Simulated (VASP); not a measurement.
# HgTe (Coloradoite) (F-43m) in VASP: notebook

HgTe (Coloradoite) is run at these levels: r2SCAN+D3(BJ); tasks: single point.

All numbers are computed with VASP 6.6.1; they aren't measurements. Logs are shortened: lines on timing, memory, paths and dates and some standing lists are left out, and cuts for length are marked.

### 1 The cell of the first run

It takes space group F-43m (No. 216, cubic). Conventional cell: a = 6.532 Å, b = 6.532 Å, c = 6.532 Å, α = 90.00°, β = 90.00°, γ = 90.00°. Within 3.7 Å of Hg (site symmetry -43m) lie 4 Te at 2.83 Å. Within 3.7 Å of Te (site symmetry -43m) lie 4 Hg at 2.83 Å.

### 2 Single point, r2SCAN+D3(BJ)

The input, POSCAR:

```
HgTe
1.0
    0.0000000000      3.2659431053      3.2659431053
    3.2659431053      0.0000000000      3.2659431053
    3.2659431053      3.2659431053      0.0000000000
Hg Te
1 1
Direct
    0.0000000000      0.0000000000      0.0000000000
    0.2500000000      0.2500000000      0.2500000000
```

The input, INCAR.step1:

```
SYSTEM = HgTe
ALGO = Normal ; EDIFF = 1E-4
ENCUT = 520 ; GGA = PE
ISMEAR = 0 ; LASPH = .TRUE.
LCHARG = .FALSE. ; LREAL = .FALSE.
LWAVE = .TRUE. ; NBANDS = 16
NELM = 100 ; PREC = Accurate
SIGMA = 0.05
```

The input, INCAR.step2:

```
SYSTEM = HgTe
ALGO = Normal ; EDIFF = 1E-7
ENCUT = 520 ; ISIF = 2
ISMEAR = 0 ; ISTART = 1
IVDW = 12 ; LASPH = .TRUE.
LCHARG = .FALSE. ; LMIXTAU = .TRUE.
LREAL = .FALSE. ; LWAVE = .FALSE.
METAGGA = R2SCAN ; NBANDS = 16
NELM = 100 ; PREC = Accurate
SIGMA = 0.05 ; VDW_A1 = 0.49484001
VDW_A2 = 5.73083694 ; VDW_S6 = 1.0
VDW_S8 = 0.78981345
```

The input, KPOINTS:

```
k-points
0
G
  10 10 10
  0 0 0
```

Potentials or basis: VASP PAW PBE potentials, release 64 (Hg, Te).

The run is started by

```console
> cat potpaw_PBE.64/Hg/POTCAR potpaw_PBE.64/Te/POTCAR > POTCAR
> cp INCAR.step1 INCAR
> mpirun -np 1 vasp_std > vasp.out
> cp INCAR.step2 INCAR
> mpirun -np 1 vasp_std > vasp.out
```

OUTCAR:

```text
SYSTEM = HgTe
   EDIFF = 1E-7
   ENCUT = 520
   ISIF = 2
   ISMEAR = 0
   ISTART = 1
   IVDW = 12
   LASPH = .TRUE.
   LREAL = .FALSE.
   METAGGA = R2SCAN
   NELM = 100
   PREC = Accurate
 IVDW          = 12

 ion  position               nearest neighbor table
   1  0.000  0.000  0.000-   2 2.83   2 2.83   2 2.83   2 2.83
   2  0.250  0.250  0.250-   1 2.83   1 2.83   1 2.83   1 2.83

  LATTYP: Found a face centered cubic cell.
 ALAT       =     6.5318862106

  Lattice vectors:

 A1 = (   0.0000000000,   3.2659431053,   3.2659431053)
 A2 = (   3.2659431053,   0.0000000000,   3.2659431053)
 A3 = (   3.2659431053,   3.2659431053,   0.0000000000)

Analysis of symmetry for initial positions (statically):
=====================================================================
 Subroutine PRICEL returns:
 Original cell was already a primitive cell.

 Routine SETGRP: Setting up the symmetry group for a
 face centered cubic supercell.

 Subroutine GETGRP returns: Found 24 space group operations
 (whereof 24 operations were pure point group operations)
 out of a pool of 48 trial point group operations.

The static configuration has the point symmetry T_d .

Analysis of symmetry for dynamics (positions and initial velocities):
=====================================================================
 Subroutine PRICEL returns:
 Original cell was already a primitive cell.

 Routine SETGRP: Setting up the symmetry group for a
 face centered cubic supercell.

 Subroutine GETGRP returns: Found 24 space group operations
 (whereof 24 operations were pure point group operations)
 out of a pool of 48 trial point group operations.

The dynamic configuration has the point symmetry T_d .

 Subroutine INISYM returns: Found 24 space group operations
 (whereof 24 operations are pure point group operations),
 and found     1 'primitive' translations

----------------------------------------------------------------------------------------

                                     Primitive cell

  volume of cell :      69.6716

  direct lattice vectors                    reciprocal lattice vectors
     0.000000000  3.265943105  3.265943105    -0.153095135  0.153095135  0.153095135
     3.265943105  0.000000000  3.265943105     0.153095135 -0.153095135  0.153095135
     3.265943105  3.265943105  0.000000000     0.153095135  0.153095135 -0.153095135

  length of vectors
     4.618741033  4.618741033  4.618741033     0.265168552  0.265168552  0.265168552

  position of ions in fractional coordinates (direct lattice)
     0.000000000  0.000000000  0.000000000
[... 79 lines left out ...]
   LREAL  =      F    real-space projection
   EDIFFG = 0.1E-05   stopping-criterion for IOM
   NSW    =      0    number of steps for IOM
   IBRION =     -1    ionic relax: 0-MD 1-quasi-New 2-CG
   NFREE  =      0    steps in history (QN), initial steepest desc. (CG)
   ISIF   =      2    stress and relaxation
   ISYM   =      2    0-nonsym 1-usesym 2-fastsym
   POTIM  = 0.5000    time-step for ionic-motion
   TEBEG  =    0.0;   TEEND  =   0.0 temperature during run
   PSTRESS=    0.0 pullay stress
   NELECT =      18.0000    total number of electrons
   NUPDOWN=      -1.0000    fix difference up-down
   EMIN   =  10.00;   EMAX   =-10.00  energy-range for DOS
   EFERMI =   0.00;   METHOD = LEGACY
   ISMEAR =     0;   SIGMA  =   0.05  broadening in eV -4-tet -1-fermi 0-gaus
   EFERMI_NEDOS =   21; number of points for ismear=-14 and -15
   IALGO  =     38    algorithm
   IMIX   =      4    mixing-type and parameters
     AMIX     =   0.40;   BMIX     =  1.00
     AMIX_MAG =   1.60;   BMIX_MAG =  1.00
  volume/ion in A,a.u.               =      34.84       235.08
  Fermi-wavevector in a.u.,A,eV,Ry     =   1.042670  1.970361 14.791732  1.087162
  Thomas-Fermi vector in A             =   2.177346
   LORBIT       =      0    0 simple, 1 ext, 2 COOP (PROOUT), +10 PAW based schemes
   METAGGA = R2SCAN    functional components
   LHFCALC =     F    Hartree Fock is set to
   AEXX    =    0.0000 exact exchange contribution
   IVDW    =    12    specifies the selected vdW correction
   LEPSILON=     F    determine dielectric tensor
   LRPA    =     F    only Hartree local field effects (RPA)
 non-spin polarized calculation
 Gauss-broadening in eV      SIGMA  =   0.05
  energy-cutoff  :      520.00
  volume of cell :       69.67
 maximum number of plane-waves:      1895
 NGX is ok and might be reduce to    36
   NGX = 17   NGY = 17   NGZ = 17

 number of electron      18.0000002 magnetization

 Free energy of the ion-electron system (eV)
  ---------------------------------------------------
  ext. energy  EPLUGINS =         0.00000000
  ---------------------------------------------------
  free energy    TOTEN  =       -75.16023657 eV

  energy without entropy =      -75.16015875  energy(sigma->0) =      -75.16019766

 E-fermi :   2.5524     XC(G=0):  -9.1667

 val. band max:        2.5371226154   @ k =   0.0000   0.0000   0.0000
 cond. band min:       3.2125037308   @ k =   0.1000   0.0000   0.0000
 fundamental gap:      0.6753811155
 Fermi energy:         2.5524439944

 k-point     1 :       0.0000    0.0000    0.0000
  band No.  band energies     occupation
      1      -9.6408      2.00000
      2      -4.9215      2.00000
      3      -4.9215      2.00000
      4      -4.9215      2.00000
      5      -4.3874      2.00000
      6      -4.3874      2.00000
[... 433 lines left out ...]
      3      -4.6739      2.00000
      4      -4.6363      2.00000
      5      -4.3419      2.00000
      6      -4.2841      2.00000
[... 8 lines left out ...]
     15      13.2762      0.00000
     16      14.3871      0.00000

 [... further k-points ...]

------------------------ aborting loop because EDIFF is reached ----------------------------------------

 Edisp (eV)   -0.33904

 E8    (eV) :    -0.1232

  FORCE on cell =-STRESS in cart. coord.  units (eV):
  Direction    XX          YY          ZZ          XY          YZ          ZX
  --------------------------------------------------------------------------------------
  -------------------------------------------------------------------------------------
  Total       0.02806     0.02806     0.02806     0.00000     0.00000     0.00000
  in kB       0.64534     0.64534     0.64534     0.00000     0.00000     0.00000
  external pressure =        0.65 kB  Pullay stress =        0.00 kB

 VOLUME and BASIS-vectors are now :
 -----------------------------------------------------------------------------
  energy-cutoff  :      520.00
  volume of cell :       69.67
      direct lattice vectors                 reciprocal lattice vectors
     0.000000000  3.265943105  3.265943105    -0.153095135  0.153095135  0.153095135
     3.265943105  0.000000000  3.265943105     0.153095135 -0.153095135  0.153095135
     3.265943105  3.265943105  0.000000000     0.153095135  0.153095135 -0.153095135

 POSITION                                       TOTAL-FORCE (eV/Angst)
 -----------------------------------------------------------------------------------
      0.00000      0.00000      0.00000        -0.000000     -0.000000      0.000000
      1.63297      1.63297      1.63297         0.000000      0.000000     -0.000000
 -----------------------------------------------------------------------------------
    total drift:                                0.000000      0.000000      0.000000

  FREE ENERGIE OF THE ION-ELECTRON SYSTEM (eV)
  ---------------------------------------------------
  free  energy   TOTEN  =       -75.4992754560 eV

  energy  without entropy=      -75.4991976371  energy(sigma->0) =      -75.49923655
```

OSZICAR.step1:

```text
N       E                     dE             d eps       ncg     rms          rms(c)
DAV:   1     0.106249791933E+03    0.10625E+03   -0.79703E+03  1504   0.964E+02
DAV:   2    -0.343036003935E-01   -0.10628E+03   -0.99790E+02  1768   0.229E+02
DAV:   3    -0.379660353384E+01   -0.37623E+01   -0.37549E+01  1864   0.444E+01
DAV:   4    -0.383227483202E+01   -0.35671E-01   -0.35670E-01  2208   0.390E+00
DAV:   5    -0.383245502344E+01   -0.18019E-03   -0.18019E-03  1976   0.215E-01    0.716E+00
DAV:   6    -0.363237681113E+01    0.20008E+00   -0.39396E-01  1712   0.832E+00    0.571E+00
DAV:   7    -0.362557794234E+01    0.67989E-02   -0.94560E-02  1760   0.208E+00    0.215E+00
DAV:   8    -0.362493186496E+01    0.64608E-03   -0.98323E-03  1672   0.113E+00    0.509E-01
DAV:   9    -0.362495158830E+01   -0.19723E-04   -0.72287E-04  1968   0.307E-01
   1 F= -.36249516E+01 E0= -.36249126E+01  d E =-.780532E-04
```

Run time: 2.6 min. Hardware: 1 thread of Intel Xeon 6975P-C, shared host; peak memory 0.26 GiB.

Results:

| Item | Value |
| --- | --- |
| Free energy | -75.4993 eV |
| Pressure | 0.1 GPa |
| Band gap on the k mesh | zero (filled and empty bands touch) |
| Dispersion energy per atom | -0.170 eV |

Caveat: the PAW data sets were made with another functional, which shifts forces and pressure a little; spin-orbit coupling is left out, which moves the levels of the heavy elements; pairwise dispersion overbinds metals, which lowers pressure and volume.

### 3 Single point, r2SCAN+D3(BJ) (volume scaled by 1.040)

The input, POSCAR:

```
HgTe
1.0
    0.0000000000      3.3089209695      3.3089209695
    3.3089209695      0.0000000000      3.3089209695
    3.3089209695      3.3089209695      0.0000000000
Hg Te
1 1
Direct
    0.0000000000      0.0000000000      0.0000000000
    0.2500000000      0.2500000000      0.2500000000
```

The input, INCAR.step1:

```
SYSTEM = HgTe
ALGO     = Normal         ! electronic algorithm
EDIFF    = 1E-4           ! SCF threshold, eV
ENCUT    = 520            ! plane-wave cutoff, eV
GGA      = PE             ! functional
ISMEAR   = 0              ! smearing method
LASPH    = .TRUE.         ! aspherical terms in the spheres
LCHARG   = .FALSE.        ! write CHGCAR
LREAL    = .FALSE.        ! projectors in reciprocal space
LWAVE    = .TRUE.         ! write WAVECAR
NBANDS   = 16             ! bands
NELM     = 80             ! most SCF steps
PREC     = Accurate       ! precision mode
SIGMA    = 0.05           ! smearing width, eV
```

The input, INCAR.step2:

```
SYSTEM = HgTe
ALGO     = Normal         ! electronic algorithm
EDIFF    = 1E-7           ! SCF threshold, eV
ENCUT    = 520            ! plane-wave cutoff, eV
ISIF     = 2              ! what is computed and relaxed
ISMEAR   = 0              ! smearing method
ISTART   = 1            
IVDW     = 12             ! dispersion correction
LASPH    = .TRUE.         ! aspherical terms in the spheres
LCHARG   = .FALSE.        ! write CHGCAR
LMIXTAU  = .TRUE.       
LREAL    = .FALSE.        ! projectors in reciprocal space
LWAVE    = .FALSE.        ! write WAVECAR
METAGGA  = R2SCAN         ! meta-GGA
NBANDS   = 16             ! bands
NELM     = 80             ! most SCF steps
PREC     = Accurate       ! precision mode
SIGMA    = 0.05           ! smearing width, eV
VDW_A1   = 0.49484001   
VDW_A2   = 5.73083694   
VDW_S6   = 1.0          
VDW_S8   = 0.78981345
```

KPOINTS is that of step 2.

Potentials or basis: VASP PAW PBE potentials, release 64 (Hg, Te).

The run is started by

```console
> cat potpaw_PBE.64/Hg/POTCAR potpaw_PBE.64/Te/POTCAR > POTCAR
> cp INCAR.step1 INCAR
> mpirun -np 1 vasp_std > vasp.out
> cp INCAR.step2 INCAR
> mpirun -np 1 vasp_std > vasp.out
```

OUTCAR:

```text
SYSTEM = HgTe
   EDIFF = 1E-7
   ENCUT = 520
   ISIF = 2
   ISMEAR = 0
   ISTART = 1
   IVDW = 12
   LASPH = .TRUE.
   LREAL = .FALSE.
   METAGGA = R2SCAN
   NELM = 80
   PREC = Accurate
 IVDW          = 12

 ion  position               nearest neighbor table
   1  0.000  0.000  0.000-   2 2.87   2 2.87   2 2.87   2 2.87
   2  0.250  0.250  0.250-   1 2.87   1 2.87   1 2.87   1 2.87

  LATTYP: Found a face centered cubic cell.
 ALAT       =     6.6178419390

  Lattice vectors:

 A1 = (   0.0000000000,   3.3089209695,   3.3089209695)
 A2 = (   3.3089209695,   0.0000000000,   3.3089209695)
 A3 = (   3.3089209695,   3.3089209695,   0.0000000000)

Analysis of symmetry for initial positions (statically):
=====================================================================
 Subroutine PRICEL returns:
 Original cell was already a primitive cell.

 Routine SETGRP: Setting up the symmetry group for a
 face centered cubic supercell.

 Subroutine GETGRP returns: Found 24 space group operations
 (whereof 24 operations were pure point group operations)
 out of a pool of 48 trial point group operations.

The static configuration has the point symmetry T_d .

Analysis of symmetry for dynamics (positions and initial velocities):
=====================================================================
 Subroutine PRICEL returns:
 Original cell was already a primitive cell.

 Routine SETGRP: Setting up the symmetry group for a
 face centered cubic supercell.

 Subroutine GETGRP returns: Found 24 space group operations
 (whereof 24 operations were pure point group operations)
 out of a pool of 48 trial point group operations.

The dynamic configuration has the point symmetry T_d .

 Subroutine INISYM returns: Found 24 space group operations
 (whereof 24 operations are pure point group operations),
 and found     1 'primitive' translations

----------------------------------------------------------------------------------------

[... 111 lines left out ...]
     AMIX     =   0.40;   BMIX     =  1.00
     AMIX_MAG =   1.60;   BMIX_MAG =  1.00
  volume/ion in A,a.u.               =      36.23       244.49
  Fermi-wavevector in a.u.,A,eV,Ry     =   1.029128  1.944769 14.409983  1.059104
  Thomas-Fermi vector in A             =   2.163159
   LORBIT       =      0    0 simple, 1 ext, 2 COOP (PROOUT), +10 PAW based schemes
   METAGGA = R2SCAN    functional components
   LHFCALC =     F    Hartree Fock is set to
   AEXX    =    0.0000 exact exchange contribution
   IVDW    =    12    specifies the selected vdW correction
   LEPSILON=     F    determine dielectric tensor
   LRPA    =     F    only Hartree local field effects (RPA)
 non-spin polarized calculation
 Gauss-broadening in eV      SIGMA  =   0.05
  energy-cutoff  :      520.00
  volume of cell :       72.46
 maximum number of plane-waves:      1980
   NGX = 17   NGY = 17   NGZ = 17

 number of electron      17.9999999 magnetization

 Free energy of the ion-electron system (eV)
  ---------------------------------------------------
  ext. energy  EPLUGINS =         0.00000000
  ---------------------------------------------------
  free energy    TOTEN  =       -75.16137410 eV

  energy without entropy =      -75.16129522  energy(sigma->0) =      -75.16133466

 E-fermi :   2.1552     XC(G=0):  -8.9804

 val. band max:        2.1396838844   @ k =   0.0000   0.0000   0.0000
 cond. band min:       2.7566963320   @ k =   0.1000   0.0000   0.0000
 fundamental gap:      0.6170124476
 Fermi energy:         2.1551676580

 k-point     1 :       0.0000    0.0000    0.0000
  band No.  band energies     occupation
      1      -9.7657      2.00000
      2      -5.1038      2.00000
      3      -5.1038      2.00000
      4      -5.1038      2.00000
      5      -4.6176      2.00000
      6      -4.6176      2.00000
[... 433 lines left out ...]
      3      -4.8791      2.00000
      4      -4.8370      2.00000
      5      -4.5764      2.00000
      6      -4.5162      2.00000
[... 8 lines left out ...]
     15      12.8336      0.00000
     16      13.8516      0.00000

 [... further k-points ...]

------------------------ aborting loop because EDIFF is reached ----------------------------------------

 Edisp (eV)   -0.32580

 E8    (eV) :    -0.1185

  FORCE on cell =-STRESS in cart. coord.  units (eV):
  Direction    XX          YY          ZZ          XY          YZ          ZX
  --------------------------------------------------------------------------------------
  -------------------------------------------------------------------------------------
  Total      -0.66053    -0.66053    -0.66053     0.00000     0.00000    -0.00000
  in kB     -14.60547   -14.60547   -14.60547     0.00000     0.00000    -0.00000
  external pressure =      -14.61 kB  Pullay stress =        0.00 kB

 VOLUME and BASIS-vectors are now :
 -----------------------------------------------------------------------------
  energy-cutoff  :      520.00
  volume of cell :       72.46
      direct lattice vectors                 reciprocal lattice vectors
     0.000000000  3.308920969  3.308920969    -0.151106661  0.151106661  0.151106661
     3.308920969  0.000000000  3.308920969     0.151106661 -0.151106661  0.151106661
     3.308920969  3.308920969  0.000000000     0.151106661  0.151106661 -0.151106661

 POSITION                                       TOTAL-FORCE (eV/Angst)
 -----------------------------------------------------------------------------------
      0.00000      0.00000      0.00000         0.000000      0.000000      0.000000
      1.65446      1.65446      1.65446        -0.000000     -0.000000     -0.000000
 -----------------------------------------------------------------------------------
    total drift:                                0.000000      0.000000      0.000000

  FREE ENERGIE OF THE ION-ELECTRON SYSTEM (eV)
  ---------------------------------------------------
  free  energy   TOTEN  =       -75.4871746617 eV

  energy  without entropy=      -75.4870957859  energy(sigma->0) =      -75.48713522
```

OUTCAR.step1:

```text
SYSTEM = HgTe
   EDIFF = 1E-4
   ENCUT = 520
   GGA = PE
   ISMEAR = 0
   LASPH = .TRUE.
   LREAL = .FALSE.
[... 676 lines left out ...]
      0.00000      0.00000      0.00000        -0.000000      0.000000      0.000000
      1.65446      1.65446      1.65446         0.000000     -0.000000     -0.000000
 -----------------------------------------------------------------------------------
    total drift:                                0.000000      0.000000      0.000000

  FREE ENERGIE OF THE ION-ELECTRON SYSTEM (eV)
  ---------------------------------------------------
  free  energy   TOTEN  =        -3.6490867214 eV

  energy  without entropy=       -3.6490073755  energy(sigma->0) =       -3.64904705
```

OSZICAR.step1:

```text
N       E                     dE             d eps       ncg     rms          rms(c)
DAV:   1     0.103899922448E+03    0.10390E+03   -0.80440E+03  1512   0.966E+02
DAV:   2    -0.105257177623E+00   -0.10401E+03   -0.97458E+02  1776   0.224E+02
DAV:   3    -0.381535483048E+01   -0.37101E+01   -0.37025E+01  1824   0.437E+01
DAV:   4    -0.385150104256E+01   -0.36146E-01   -0.36144E-01  2264   0.387E+00
DAV:   5    -0.385163495048E+01   -0.13391E-03   -0.13391E-03  1960   0.201E-01    0.655E+00
DAV:   6    -0.365558230257E+01    0.19605E+00   -0.38723E-01  1744   0.802E+00    0.531E+00
DAV:   7    -0.364954994847E+01    0.60324E-02   -0.87941E-02  1744   0.197E+00    0.207E+00
DAV:   8    -0.364906144777E+01    0.48850E-03   -0.87129E-03  1696   0.104E+00    0.471E-01
DAV:   9    -0.364908672135E+01   -0.25274E-04   -0.70817E-04  1936   0.295E-01
   1 F= -.36490867E+01 E0= -.36490470E+01  d E =-.793459E-04
```

Wall time 3 min (1 thread of Intel Xeon 6975P-C, shared host); peak memory 0.25 GiB.

Results:

```
Free energy                : -75.4872 eV
Pressure                   : -1.5 GPa
Band gap on the k mesh     : zero (filled and empty bands touch)
Dispersion energy per atom : -0.163 eV
```

Caveat: the PAW data sets were made with another functional, which shifts forces and pressure a little; spin-orbit coupling is left out, which moves the levels of the heavy elements; pairwise dispersion overbinds metals, which lowers pressure and volume.
